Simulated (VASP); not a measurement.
Set up this calculation in VASP 6.6.1, as the native input.

- Task: relaxation of cell and atoms
- Functional: PBE
- Potentials or basis: VASP PAW PBE potentials, release 64 (Ba_sv, F, Na_pv)
- Cutoff: 600 eV
- k mesh: 1 × 1 × 1, shifted
- Occupations: gaussian, width 0.1 eV
- Spin: no spin polarisation
- Dipole correction: no
- Further INCAR settings: LREAL = Auto; ALGO = Normal; EDIFF = 1e-06; ISYM = 0; IBRION = 2; EDIFFG = -0.04; NSW = 90; ISIF = 3

The structure of Ba5Na4F14 lies in POSCAR:

```
Ba5Na4F14
1.0
    7.5902190000      0.3427840000      0.0528720000
    0.3427840000      7.5783980000     -0.1247070000
    0.0528720000     -0.1247070000      7.4653180000
Ba F Na
5 14 4
Direct
    0.6675944340      0.3014349946      0.5064620139
    0.8195429052      0.3523217719      0.0313586084
    0.2965864001      0.9551828218      0.3320779518
    0.0051301996      0.8340225765      0.8038650346
    0.8126723015      0.7812629760      0.3081429497
    0.3536534585      0.8650133905      0.9707766499
    0.0015642701      0.4518717463      0.2946555979
    0.8246136514      0.5900857835      0.6216617598
    0.7745455117      0.7173525829      0.9730797331
    0.5432637248      0.3897459063      0.8354418617
    0.2276000491      0.6977128518      0.5281951553
    0.7880549738      0.0852629910      0.8307128064
    0.5689380502      0.8964846957      0.5770491885
    0.0132037906      0.9864918603      0.1515410483
    0.9799874773      0.0609633842      0.5074282921
    0.6249676490      0.5299342575      0.2658691779
    0.1162465123      0.4679200204      0.9261187400
    0.5902733963      0.1132484393      0.2161130196
    0.3537639139      0.2868935585      0.4433692895
    0.5511022779      0.6883597378      0.7763100707
    0.5129190000      0.0655780503      0.8608677492
    0.2842665417      0.4458302991      0.1825801602
    0.1326033020      0.4447815037      0.5989805344
```

The input as run:

INCAR

```
SYSTEM = Ba5Na4F14
PREC = Accurate
ENCUT = 600
EDIFF = 1E-6
ISMEAR = 0
SIGMA = 0.1
LREAL = Auto
LASPH = .True.
NELM = 60
ALGO = Normal
ISIF = 3
LWAVE = .False.
LCHARG = .False.
GGA = PE
IBRION = 2
NSW = 90
EDIFFG = -0.04
ISYM = 0
```

KPOINTS

```
Automatic mesh
0
Gamma
  1 1 1
  0.25 0.25 0.25
```

Potentials or basis: VASP PAW PBE potentials, release 64 (Ba_sv, F, Na_pv).

Launch:

```console
$ cat potpaw_PBE.64/Ba_sv/POTCAR potpaw_PBE.64/F/POTCAR potpaw_PBE.64/Na_pv/POTCAR > POTCAR
$ mpirun -np 1 vasp_std > vasp.out
```

It gave:

```
Relaxed volume                        : 18.37 Å³/atom
Relaxed cell                          : a = 7.700 Å, b = 7.300 Å, c = 7.557 Å, α = 86.31°, β = 92.73°, γ = 86.61°
Space group after relaxing (to 0.1 Å) : P1 (No. 1)
Energy gained by relaxing             : 72.4 meV/atom
Ionic steps                           : 57
Pressure after relaxing               : 0.0 GPa
Largest force after relaxing          : 0.037 eV/Å
```

Caveat: the k points lie up to 0.86 Å⁻¹ apart in the final cell, too coarse for converged energies, forces and pressures.

Wall time 73 min on 1 thread of Intel(R) Xeon(R) Platinum 8488C (Sapphire Rapids), on a shared host, peak memory 0.62 GiB.
